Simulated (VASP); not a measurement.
Input of a VASP 6.6.1 run:

File INCAR:

```
SYSTEM = Cs2SnI6
PREC = Accurate
ENCUT = 400
EDIFF = 1E-8
ISMEAR = -1
SIGMA = 0.02
LREAL = .FALSE.
LASPH = .TRUE.
NELM = 120
ALGO = Normal
ISIF = 2
LWAVE = .FALSE.
LCHARG = .FALSE.
GGA = PE
LEFG = .TRUE.
NBANDS = 47
GGA_COMPAT = .FALSE.
```

KPOINTS

```
regular mesh
0
G
  5 5 5
  0 0 0
```

POSCAR

```
Cs2SnI6
1.0
    0.0000000000      5.8150000000      5.8150000000
    5.8150000000      0.0000000000      5.8150000000
    5.8150000000      5.8150000000      0.0000000000
Cs Sn I
2 1 6
Direct
    0.2500000000      0.2500000000      0.2500000000
    0.7500000000      0.7500000000      0.7500000000
    0.0000000000      0.0000000000      0.0000000000
    0.7550000000      0.2450000000      0.2450000000
    0.2450000000      0.7550000000      0.2450000000
    0.2450000000      0.7550000000      0.7550000000
    0.7550000000      0.2450000000      0.7550000000
    0.2450000000      0.2450000000      0.7550000000
    0.7550000000      0.7550000000      0.2450000000
```

Potentials or basis: VASP PAW PBE potentials, release 64 (Cs_sv, Sn_d, I).

The run is started by

```bash
$ cat potpaw_PBE.64/Cs_sv/POTCAR potpaw_PBE.64/Sn_d/POTCAR potpaw_PBE.64/I/POTCAR > POTCAR
$ mpirun -np 1 vasp_std > vasp.out
```

Task: Estimate the band gap on the k mesh.

Result: 0.18 eV.

Task: What does it give for the pressure?

Result: 1.6 GPa.

Task: Predict the largest force.

Result: 0.311 eV/Å.

Forces in eV/Å, atoms in the order of the input:
```
Cs   0.000  0.000  0.000
Cs   0.000  0.000  0.000
Sn   0.000  0.000  0.000
I    0.311  0.000  0.000
I    0.000  0.311  0.000
I   -0.311  0.000  0.000
I    0.000 -0.311  0.000
I    0.000  0.000  0.311
I    0.000  0.000 -0.311
```

Caveat: without QUAD_EFG the Cq values of the log hold for a quadrupole moment of 1 mb, not for the nuclei; spin-orbit coupling is left out, which moves the levels of the heavy elements; an odd mesh through Γ misses points on the zone boundary, where band edges can lie.
